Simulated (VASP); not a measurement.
# KFeAs2 (I-4m2) in VASP: single point with PBE+U

Aim: the single point of KFeAs2 with PBE+U.

Program: VASP 6.6.1. These are calculated values, not measurements. Logs are shortened: lines on timing, memory, paths and dates and some standing lists are left out, and cuts for length are marked.

### 1 The cell of the first run

Symmetry: I-4m2, No. 119, tetragonal system. The conventional cell has a = 3.961 Å, b = 3.961 Å, c = 12.766 Å, α = 90.00°, β = 90.00°, γ = 90.00°. As (site symmetry 2mm) has 2 Fe at 2.23 Å within 3.0 Å. Within 3.0 Å of Fe (site symmetry -4m2) lie 4 As at 2.23 Å. K (site symmetry -4m2) has 10 As at 3.54 to 4.22 Å and 4 Fe at 3.76 Å and 4 K at 3.96 Å within 4.6 Å.

### 2 Single point, PBE+U, collinear spin, ferromagnetic start

Contents of INCAR:

```
SYSTEM = KFeAs2
PREC     = Accurate       ! precision mode
ENCUT    = 520            ! plane-wave cutoff, eV
EDIFF    = 1E-7           ! SCF threshold, eV
ISMEAR   = -1             ! smearing method
SIGMA    = 0.05           ! smearing width, eV
LREAL    = .FALSE.        ! projectors in reciprocal space
LASPH    = .TRUE.         ! aspherical terms in the spheres
NELM     = 150            ! most SCF steps
ALGO     = Normal         ! electronic algorithm
ISIF     = 2              ! what is computed and relaxed
LWAVE    = .FALSE.        ! write WAVECAR
LCHARG   = .TRUE.         ! write CHGCAR
ISPIN    = 2              ! spin polarisation
MAGMOM   = 0 0 3 0        ! initial moments
LORBIT   = 11             ! projections on sites
LMAXMIX  = 4              ! l up to which the mixer works
LDAU     = .TRUE.         ! DFT+U
LDAUTYPE = 2            
LDAUL    = -1 2 -1        ! shell
LDAUU    = 0 3 0          ! U, eV
LDAUJ    = 0 0 0        
LDAUPRINT= 1            
GGA      = PE             ! functional
LELF     = .TRUE.         ! ELF
LVHAR    = .TRUE.       
NBANDS   = 26             ! bands
```

Contents of KPOINTS:

```
Automatic mesh
0
G
  9 9 9
  0 0 0
```

Contents of POSCAR:

```
KFeAs2
1.0
   -1.9803680000      1.9803680000      6.3830190000
    1.9803680000     -1.9803680000      6.3830190000
    1.9803680000      1.9803680000     -6.3830190000
As Fe K
2 1 1
Direct
    0.3307380000      0.3307380000      0.0000000000
    0.6692620000      0.6692620000      0.0000000000
    0.2500000000      0.7500000000      0.5000000000
    0.0000000000      0.0000000000      0.0000000000
```

Potentials or basis: VASP PAW PBE potentials, release 64 (As, Fe, K_sv).

Started as:

```sh
$ cat potpaw_PBE.64/As/POTCAR potpaw_PBE.64/Fe/POTCAR potpaw_PBE.64/K_sv/POTCAR > POTCAR
$ mpirun -np 1 vasp_std > vasp.out
```

OUTCAR:

```text
SYSTEM = KFeAs2
   PREC = Accurate
   ENCUT = 520
   EDIFF = 1E-7
   ISMEAR = -1
   LREAL = .FALSE.
   LASPH = .TRUE.
   NELM = 150
   ISIF = 2
   ISPIN = 2
   LORBIT = 11
   GGA = PE

 ion  position               nearest neighbor table
   1  0.331  0.331  0.000-   3 2.23   3 2.23
   2  0.669  0.669  0.000-   3 2.23   3 2.23
   3  0.250  0.750  0.500-   1 2.23   2 2.23   1 2.23   2 2.23
   4  0.000  0.000  0.000-

  LATTYP: Found a body centered tetragonal cell.
 ALAT       =     3.9607360000
 C/A-ratio  =     3.2231479200

  Lattice vectors:

 A1 = (  -1.9803680000,   1.9803680000,   6.3830190000)
 A2 = (   1.9803680000,  -1.9803680000,   6.3830190000)
 A3 = (   1.9803680000,   1.9803680000,  -6.3830190000)

Analysis of symmetry for initial positions (statically):
=====================================================================
 Subroutine PRICEL returns:
 Original cell was already a primitive cell.

 Routine SETGRP: Setting up the symmetry group for a
 body centered tetragonal supercell.

 Subroutine GETGRP returns: Found  8 space group operations
 (whereof  8 operations were pure point group operations)
 out of a pool of 16 trial point group operations.

The static configuration has the point symmetry D_2d.

Analysis of symmetry for dynamics (positions and initial velocities):
=====================================================================
 Subroutine PRICEL returns:
 Original cell was already a primitive cell.

 Routine SETGRP: Setting up the symmetry group for a
 body centered tetragonal supercell.

 Subroutine GETGRP returns: Found  8 space group operations
 (whereof  8 operations were pure point group operations)
 out of a pool of 16 trial point group operations.

The dynamic configuration has the point symmetry D_2d.

Analysis of structural, dynamic, and magnetic symmetry:
=====================================================================
 Subroutine PRICEL returns:
 Original cell was already a primitive cell.

 Routine SETGRP: Setting up the symmetry group for a
 body centered tetragonal supercell.

 Subroutine GETGRP returns: Found  8 space group operations
 (whereof  8 operations were pure point group operations)
 out of a pool of 16 trial point group operations.

The overall configuration has the point symmetry D_2d.

 Subroutine INISYM returns: Found  8 space group operations
 (whereof  8 operations are pure point group operations),
 and found     1 'primitive' translations

----------------------------------------------------------------------------------------

                                     Primitive cell

  volume of cell :     100.1332

  direct lattice vectors                    reciprocal lattice vectors
    -1.980368000  1.980368000  6.383019000     0.000000000  0.252478327  0.078332839
     1.980368000 -1.980368000  6.383019000     0.252478327  0.000000000  0.078332839
     1.980368000  1.980368000 -6.383019000     0.252478327  0.252478327  0.000000000

  length of vectors
     6.970412211  6.970412211  6.970412211     0.264350789  0.264350789  0.357058275

  position of ions in fractional coordinates (direct lattice)
     0.330738000  0.330738000  0.000000000
     0.669262000  0.669262000  0.000000000
     0.250000000  0.750000000  0.500000000
     0.000000000  0.000000000  0.000000000

  ion indices of the primitive-cell ions
   primitive index   ion index
                 1           1
                 2           2
                 3           3
                 4           4

[... 78 lines left out ...]
   ISYM   =      2    0-nonsym 1-usesym 2-fastsym
   POTIM  = 0.5000    time-step for ionic-motion
   TEBEG  =    0.0;   TEEND  =   0.0 temperature during run
   PSTRESS=    0.0 pullay stress
   NELECT =      27.0000    total number of electrons
   NUPDOWN=      -1.0000    fix difference up-down
   EMIN   =  10.00;   EMAX   =-10.00  energy-range for DOS
   EFERMI =   0.00;   METHOD = LEGACY
   ISMEAR =    -1;   SIGMA  =   0.05  broadening in eV -4-tet -1-fermi 0-gaus
   EFERMI_NEDOS =   21; number of points for ismear=-14 and -15
   IALGO  =     38    algorithm
   IMIX   =      4    mixing-type and parameters
     AMIX     =   0.40;   BMIX     =  1.00
     AMIX_MAG =   1.60;   BMIX_MAG =  1.00
  volume/ion in A,a.u.               =      25.03       168.93
  Fermi-wavevector in a.u.,A,eV,Ry     =   1.057637  1.998645 15.219433  1.118597
  Thomas-Fermi vector in A             =   2.192917
   LORBIT       =     11    0 simple, 1 ext, 2 COOP (PROOUT), +10 PAW based schemes
 LDA+U is selected, type is set to LDAUTYPE =  2
   angular momentum for each species LDAUL =    -1    2   -1
   U (eV)           for each species LDAUU =   0.0  3.0  0.0
   J (eV)           for each species LDAUJ =   0.0  0.0  0.0
   GGA     = PE    functional components
   LHFCALC =     F    Hartree Fock is set to
   AEXX    =    0.0000 exact exchange contribution
   IVDW    =     0    specifies the selected vdW correction
   LEPSILON=     F    determine dielectric tensor
   LRPA    =     F    only Hartree local field effects (RPA)
 spin polarized calculation
  energy-cutoff  :      520.00
  volume of cell :      100.13
 maximum number of plane-waves:      2735
 NGX is ok and might be reduce to    54
   NGX = 25   NGY = 25   NGZ = 25

atom =   3  type =  2  l = 2

 onsite density matrix

spin component  1

  0.9187  0.0000 -0.0000 -0.0000 -0.0000
  0.0000  0.8834  0.0000  0.0000 -0.0000
 -0.0000  0.0000  0.9199 -0.0000  0.0000
 -0.0000  0.0000 -0.0000  0.8834 -0.0000
 -0.0000 -0.0000  0.0000 -0.0000  0.8179

spin component  2

  0.2193  0.0000  0.0000  0.0000  0.0000
  0.0000  0.5535 -0.0000  0.0000 -0.0000
  0.0000 -0.0000  0.0961 -0.0000 -0.0000
  0.0000  0.0000 -0.0000  0.5535  0.0000
  0.0000 -0.0000 -0.0000  0.0000  0.5561

 occupancies and eigenvectors

  o =  0.0961  v =  0.0000  0.0000  0.0000  0.0000  0.0000  0.0000 -0.0000 -1.0000 -0.0000 -0.0000      0.0000  0.0000  0.0000  0.0000  0.0000  0.0000  0.0000  0.0000  0.0000  0.0000
  o =  0.2193  v =  0.0000  0.0000  0.0000  0.0000  0.0000  1.0000  0.0000  0.0000  0.0000  0.0000      0.0000  0.0000  0.0000  0.0000  0.0000  0.0000  0.0000  0.0000  0.0000  0.0000
  o =  0.5535  v =  0.0000  0.0000  0.0000  0.0000  0.0000  0.0000  0.1287 -0.0000  0.9917 -0.0000      0.0000  0.0000  0.0000  0.0000  0.0000  0.0000  0.0000  0.0000  0.0000  0.0000
  o =  0.5535  v =  0.0000  0.0000  0.0000  0.0000  0.0000  0.0000 -0.9917  0.0000  0.1287  0.0000      0.0000  0.0000  0.0000  0.0000  0.0000  0.0000  0.0000  0.0000  0.0000  0.0000
  o =  0.5561  v =  0.0000  0.0000  0.0000  0.0000  0.0000  0.0000 -0.0000  0.0000 -0.0000 -1.0000      0.0000  0.0000  0.0000  0.0000  0.0000  0.0000  0.0000  0.0000  0.0000  0.0000
  o =  0.8179  v =  0.0000  0.0000 -0.0000  0.0000  1.0000  0.0000  0.0000  0.0000  0.0000  0.0000      0.0000  0.0000  0.0000  0.0000  0.0000  0.0000  0.0000  0.0000  0.0000  0.0000
  o =  0.8834  v =  0.0000  0.9976 -0.0000 -0.0691 -0.0000  0.0000  0.0000  0.0000  0.0000  0.0000      0.0000  0.0000  0.0000  0.0000  0.0000  0.0000  0.0000  0.0000  0.0000  0.0000
  o =  0.8834  v =  0.0000 -0.0691 -0.0000 -0.9976  0.0000  0.0000  0.0000  0.0000  0.0000  0.0000      0.0000  0.0000  0.0000  0.0000  0.0000  0.0000  0.0000  0.0000  0.0000  0.0000
  o =  0.9187  v =  1.0000  0.0000  0.0000  0.0000  0.0000  0.0000  0.0000  0.0000  0.0000  0.0000      0.0000  0.0000  0.0000  0.0000  0.0000  0.0000  0.0000  0.0000  0.0000  0.0000
  o =  0.9199  v =  0.0000  0.0000  1.0000 -0.0000  0.0000  0.0000  0.0000  0.0000  0.0000  0.0000      0.0000  0.0000  0.0000  0.0000  0.0000  0.0000  0.0000  0.0000  0.0000  0.0000

 number of electron      27.0000000 magnetization       2.2860214

 Free energy of the ion-electron system (eV)
  ---------------------------------------------------
  ext. energy  EPLUGINS =         0.00000000
  ---------------------------------------------------
  free energy    TOTEN  =       -16.16656990 eV

  energy without entropy =      -16.14889430  energy(sigma->0) =      -16.15773210

 E-fermi :   2.5648     XC(G=0):  -8.9482

 val. band max:        2.5593761154   @ k =  -0.3333   0.4444   0.1111
 cond. band min:       2.5791231138   @ k =  -0.4444   0.4444   0.1111
 fundamental gap:      0.0197469985
 Fermi energy:         2.5647895945

 spin component 1

 k-point     1 :       0.0000    0.0000    0.0000
  band No.  band energies     occupation
      1     -28.0538      1.00000
      2     -11.5677      1.00000
      3     -11.5028      1.00000
      4     -11.5028      1.00000
      5      -9.1682      1.00000
      6      -7.3809      1.00000
[... 1337 lines left out ...]
     24      10.0145      0.00000
     25      11.7616      0.00000

 [... further k-points ...]

 [bands above 25 left out]

------------------------ aborting loop because EDIFF is reached ----------------------------------------

  FORCE on cell =-STRESS in cart. coord.  units (eV):
  Direction    XX          YY          ZZ          XY          YZ          ZX
  --------------------------------------------------------------------------------------
  -------------------------------------------------------------------------------------
  Total        3.4093792      3.4093792      0.9674784      0.0000000     -0.0000000      0.0000000
  in kB       54.5516594     54.5516594     15.4801055      0.0000000     -0.0000000      0.0000000
  external PRESSURE =      41.5278081 kB  Pullay stress =       0.0000000 kB

 VOLUME and BASIS-vectors are now :
 -----------------------------------------------------------------------------
  energy-cutoff  :      520.00
  volume of cell :      100.13
      direct lattice vectors                 reciprocal lattice vectors
    -1.980368000  1.980368000  6.383019000     0.000000000  0.252478327  0.078332839
     1.980368000 -1.980368000  6.383019000     0.252478327  0.000000000  0.078332839
     1.980368000  1.980368000 -6.383019000     0.252478327  0.252478327  0.000000000

 POSITION                                       TOTAL-FORCE (eV/Angst)
 -----------------------------------------------------------------------------------
      0.00000      0.00000      4.22221        -0.000000     -0.000000      0.535648
      0.00000      0.00000      8.54382         0.000000      0.000000     -0.535648
      1.98037      0.00000      3.19151        -0.000000     -0.000000     -0.000000
      0.00000      0.00000      0.00000        -0.000000     -0.000000      0.000000
 -----------------------------------------------------------------------------------
    total drift:                               -0.000000      0.000000      0.000000

  FREE ENERGIE OF THE ION-ELECTRON SYSTEM (eV)
  ---------------------------------------------------
  free  energy   TOTEN  =       -16.1665699046 eV

  energy  without entropy=      -16.1488943039  energy(sigma->0) =      -16.15773210

 total charge

# of ion       s       p       d       tot
------------------------------------------
    1        1.253   1.501   0.037   2.790
    2        1.253   1.501   0.037   2.790
    3        0.501   0.573   6.371   7.445
    4        1.961   5.577   0.032   7.570
--------------------------------------------------
tot          4.968   9.152   6.477  20.596

 magnetization (x)

# of ion       s       p       d       tot
------------------------------------------
    1        0.000  -0.119   0.006  -0.112
    2        0.000  -0.119   0.006  -0.112
    3        0.038   0.058   2.444   2.540
    4        0.000  -0.000   0.001   0.002
--------------------------------------------------
tot          0.039  -0.179   2.458   2.318
```

Run time: 30 min. Hardware: 1 thread of Intel Xeon 6975P-C, shared host; peak memory 0.7 GiB.

What came out:

```
Free energy                                           : -16.1666 eV
Pressure                                              : 4.2 GPa
Largest force                                         : 0.536 eV/Å
Net moment                                            : 2.29 μB per cell
Site moments                                          : As -0.11; Fe +2.54; K +0.00 μB
Valence electrons inside the program's atomic spheres : As 2.79; Fe 7.45; K 7.57
```

Forces on the atoms (eV/Å):
```
As   0.000  0.000  0.536
As   0.000  0.000 -0.536
Fe   0.000  0.000  0.000
K    0.000  0.000  0.000
```

Levels at points of the mesh, in eV from the Fermi level:
Spin up:
```csv
k point,band 10,band 11,band 12,band 13,band 14,band 15,band 16,band 17,band 18,band 19
"(0.00, 0.00, 0.00)",-4.07,-4.03,-2.04,-1.13,-1.13,1.85,2.09,2.09,3.44,3.84
```
Spin down:
```tsv
k point	band 8	band 9	band 10	band 11	band 12	band 13	band 14	band 15	band 16	band 17
(0.00, 0.00, 0.00)	-2.73	-2.73	-2.72	-0.83	-0.83	0.62	1.41	2.88	2.88	3.03
```

Eigenvalues of the final occupation matrices:
```csv
site,spin,trace,eigenvalues
site 3 d,1,4.42,0.82 0.88 0.88 0.92 0.92
site 3 d,2,1.98,0.10 0.22 0.55 0.55 0.56
```

Caveat: a cell with one magnetic atom can't hold antiferromagnetic order, which such compounds often take; the U is typed as a test and isn't derived for this compound.
